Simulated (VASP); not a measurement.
Input of a VASP 6.6.1 run:

Contents of INCAR:

```
SYSTEM = AlN
PREC = Accurate ; ENCUT = 520
EDIFF = 1E-7 ; ISMEAR = 0
SIGMA = 0.05 ; LREAL = .False.
LASPH = .True. ; NELM = 60
ALGO = Normal ; ISIF = 2
LWAVE = .False. ; LCHARG = .False.
GGA = PS ; NBANDS = 26
```

Contents of KPOINTS:

```
regular mesh
0
Gamma
  6 6 6
  0 0 0
```

POSCAR

```
AlN
1.0
    4.3771405283      0.0000000000      0.0000000000
    0.0000000000     -4.3771405283      0.0000000000
    0.0000000000      0.0000000000     -4.3771405283
Al N
4 4
Direct
   -0.0203547165      0.0287859161     -0.0203547165
    0.5000000000      0.5000000000      0.0000000000
    0.5000000000      0.0000000000      0.5000000000
    0.0000000000      0.5000000000      0.5000000000
    0.7500000000      0.7500000000      0.7500000000
    0.2500000000      0.2500000000      0.7500000000
    0.2500000000      0.7500000000      0.2500000000
    0.7500000000      0.2500000000      0.2500000000
```

Potentials or basis: VASP PAW PBE potentials, release 64 (Al, N).

Launch:

```console
$ cat potpaw_PBE.64/Al/POTCAR potpaw_PBE.64/N/POTCAR > POTCAR
$ mpirun -np 1 vasp_std > vasp.out
```

Predict the pressure.

0.9 GPa.

Estimate the largest force.

2.934 eV/Å.

Predict the band gap on the k mesh.

2.35 eV.

Stress tensor (GPa, compression positive):
```
 1.13 -0.80  1.71
-0.80  0.60  0.80
 1.71  0.80  1.13
```

Caveat: the cell differs from its parent crystal (atom 1 (Al) moved by -0.126 Å along [1 1 0] and -0.126 Å along [0 0 1]); the PAW data sets were made with another functional, which shifts forces and pressure a little.
